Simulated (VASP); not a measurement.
# Si62As (a cell with a defect) in VASP: notebook, part 2 of 2

VASP 6.6.1. The steps go on from the part before.

## (3) Single point, LDA, collinear spin, zero start

Contents of INCAR:

```
PREC     = Accurate       # precision mode
ENCUT    = 520            # plane-wave cutoff, eV
EDIFF    = 1E-6           # SCF threshold, eV
ISMEAR   = 0              # smearing method
SIGMA    = 0.05           # smearing width, eV
LREAL    = Auto         
LASPH    = True           # aspherical terms in the spheres
NELM     = 150            # most SCF steps
ALGO     = Normal         # electronic algorithm
ISIF     = 2              # what is computed and relaxed
LWAVE    = False          # write WAVECAR
LCHARG   = False          # write CHGCAR
ISPIN    = 2              # spin polarisation
MAGMOM   = 0 0 0 0 0 0 0 0 0 0 0 0 0 0 0 0 0 0 0 0 0 0 0 0 0 0 0 0 0 0 0 0 0 0 0 0 0 0 0 0 0 0 0 0 0 0 0 0 0 0 0 0 0 0 0 0 0 0 0 0 0 0 0 # initial moments
LORBIT   = 11             # projections on sites
NBANDS   = 168            # bands
NELECT   = 255.0
```

Contents of KPOINTS:

```
regular mesh
0
Gamma
  1 1 1
```

Contents of POSCAR:

```
Si62As
1.0
   10.8600000000      0.0000000000      0.0000000000
    0.0000000000     10.8600000000      0.0000000000
    0.0000000000      0.0000000000     10.8600000000
Si As
62 1
Direct
    0.5005121547     -0.0002023020     -0.0014149171
    0.6198810313      0.1290228361      0.1268689687
    0.7513723757      0.2532629834      0.0066742173
    0.8742045120      0.3844077348      0.1339816759
    0.7508271639      0.0025390424      0.2453916206
    0.8744265193      0.1251541436      0.3742298343
    0.0067526703     -0.0014557090     -0.0061464088
    0.1238209945      0.1262588398      0.1257681400
    0.2506723757      0.2497359116      0.0005351750
    0.3739465930      0.3766331492      0.1263219153
    0.5017730203      0.4934042357     -0.0055757827
    0.6203763352      0.6242569982      0.1199811234
    0.7496283610      0.7504812155     -0.0006225599
    0.8756416206      0.8806627072      0.1195384899
    0.2493063536      0.0020860958      0.2526673112
    0.3846028545      0.1150161142      0.3800212707
    0.4976508287      0.2515828729      0.2540725599
    0.6271730203      0.3776733886      0.3755644567
    0.7448148250      0.5141641805      0.2550171271
    0.5198534070     -0.0198838858      0.4929254144
    0.6269382136      0.1200650092      0.6216633517
    0.7512083794      0.2509208103      0.5001004604
    0.8778784530      0.3785467772      0.6222026703
    0.7521461326      0.0015571823      0.7527513812
    0.8760411602      0.1277476059      0.8797359116
    0.0001245856      0.5002022099      0.0012188766
    0.1140443831      0.6260697974      0.1357461326
    0.2449662063      0.7479189687      0.0078868324
    0.3717362799      0.8791526703      0.1261699816
   -0.0002218232      0.2524770718      0.2519793738
    0.1297554328      0.3701645488      0.3787339779
    0.2472666667      0.5004661142      0.2523779926
    0.3749917127      0.6258764273      0.3744132597
    0.4981825967      0.7488550645      0.2456638122
    0.6495032228      0.8510631676      0.3604715470
   -0.0009952118     -0.0014453959      0.4985721915
    0.1224267035      0.1248918048      0.6276897790
    0.2559930018      0.2436498158      0.5026687845
    0.3759773481      0.3770699816      0.6268224678
    0.5020733886      0.5020558011      0.4989869245
    0.6188971455      0.6242609576      0.6336351750
    0.8763791897      0.8783513812      0.6302082873
    0.2524506446     -0.0010073665      0.7471626151
    0.3750758748      0.1246765193      0.8743145488
    0.5010022099      0.2467563536      0.7469290976
    0.6292667587      0.3696415285      0.8712248619
    0.7505437385      0.5011726519      0.7488122468
    0.8747384899      0.6250012891      0.8755773481
   -0.0149288214      0.7568569061      0.2557034991
    0.1233053407      0.8737785451      0.3750613260
    0.0010184162      0.4992423573      0.4931170350
    0.1221571823      0.6219049724      0.6220858195
    0.2491624309      0.7491503683      0.5000532228
    0.3796086556      0.8734005525      0.6220111418
   -0.0032267956      0.2524484346      0.7515288214
    0.1252432781      0.3748849908      0.8757325046
    0.2479419890      0.5022478821      0.7508397790
    0.3702988029      0.6229516575      0.8813728361
    0.4956008287      0.7482267035      0.7554262431
    0.6256116022      0.8743186004      0.8741883057
   -0.0011217311      0.7484912523      0.7484517495
    0.1299065378      0.8702275322      0.8712936464
    0.8217760589      0.6789816759      0.3914430939
```

Potentials or basis: VASP PAW LDA potentials, release 64 (Si, As).

Launch:

```sh
> cat potpaw_LDA.64/Si/POTCAR potpaw_LDA.64/As/POTCAR > POTCAR
> mpirun -np 1 vasp_gam > vasp.out
```

Run time: 10 min. Hardware: 1 thread of Intel Xeon Platinum 8259CL at 2.50GHz (Skylake/Cascade Lake), shared host; peak memory 0.87 GiB.

It converged, with:

| Item | Value |
| --- | --- |
| Free energy | -353.0181 eV |
| Largest force | 0.079 eV/Å |
| Net moment | 0.00 μB per cell |
| Valence electrons inside the program's atomic spheres | Si 1.71, 1.72, 1.70, 1.73, 1.69, 1.68, 1.67, 1.65 (each value once); As 2.74 |

Forces in eV/Å, atoms in the order of the input:
```
Si  -0.008 -0.001  0.005
Si   0.008 -0.010 -0.001
Si   0.001  0.012  0.010
Si   0.012  0.012  0.014
Si   0.000 -0.007  0.008
Si  -0.008  0.008 -0.006
Si  -0.011  0.003 -0.007
Si  -0.001 -0.006  0.002
Si  -0.002  0.001  0.006
Si   0.000 -0.001  0.001
Si  -0.008  0.001 -0.015
Si  -0.005 -0.002 -0.009
Si  -0.001  0.004  0.001
Si  -0.001 -0.006 -0.002
Si  -0.006  0.010  0.024
Si   0.008  0.001  0.015
Si  -0.002 -0.003  0.004
Si   0.004 -0.008 -0.004
Si  -0.005  0.004 -0.012
Si   0.009 -0.015 -0.020
Si   0.000  0.000 -0.003
Si   0.001 -0.001  0.004
Si  -0.003 -0.001  0.003
Si  -0.010  0.027  0.039
Si   0.004  0.023  0.011
Si  -0.004 -0.008 -0.009
Si   0.010 -0.014 -0.012
Si   0.015  0.007 -0.007
Si  -0.005  0.002  0.006
Si   0.002  0.002  0.003
Si   0.000 -0.002  0.001
Si  -0.002  0.001  0.007
Si  -0.005  0.007 -0.006
Si  -0.001  0.004 -0.002
Si  -0.019  0.004 -0.014
Si  -0.018 -0.010 -0.001
Si  -0.005 -0.015 -0.015
Si  -0.002  0.007  0.006
Si   0.005  0.010  0.002
Si  -0.004 -0.002 -0.006
Si  -0.008 -0.020 -0.006
Si   0.007  0.040  0.047
Si   0.006  0.001 -0.001
Si   0.003  0.002  0.002
Si   0.000 -0.003 -0.001
Si   0.001  0.000  0.001
Si   0.018  0.000  0.013
Si   0.003  0.007  0.001
Si   0.030 -0.010 -0.035
Si  -0.008 -0.014  0.003
Si  -0.027  0.015 -0.027
Si  -0.001  0.004  0.003
Si   0.003 -0.002  0.002
Si  -0.001  0.003 -0.001
Si  -0.004 -0.002 -0.004
Si   0.004 -0.007 -0.006
Si  -0.002  0.009  0.006
Si   0.005  0.007 -0.007
Si   0.006  0.010  0.002
Si   0.005 -0.001  0.002
Si  -0.008  0.000  0.005
Si   0.003 -0.002 -0.002
As   0.022 -0.074 -0.018
```

Levels at points of the mesh, in eV from the Fermi level:
Spin up:
| k point | band 124 | band 125 | band 126 | band 127 | band 128 | band 129 | band 130 | band 131 |
| --- | --- | --- | --- | --- | --- | --- | --- | --- |
| (0.00, 0.00, 0.00) | -0.88 | -0.80 | -0.36 | -0.16 | 0.00 | 0.08 | 0.16 | 0.18 |
Spin down:
```tsv
k point	band 125	band 126	band 127	band 128	band 129	band 130
(0.00, 0.00, 0.00)	-0.80	-0.36	-0.16	0.00	0.08	0.16
```

Caveat: the k points lie up to 0.58 Å⁻¹ apart; the cell carries a net charge on a neutralising background, which shifts energy and pressure; the cell is charged against a uniform background, so pressure and absolute levels hang on convention; no moment was typed at the start, so none could form.
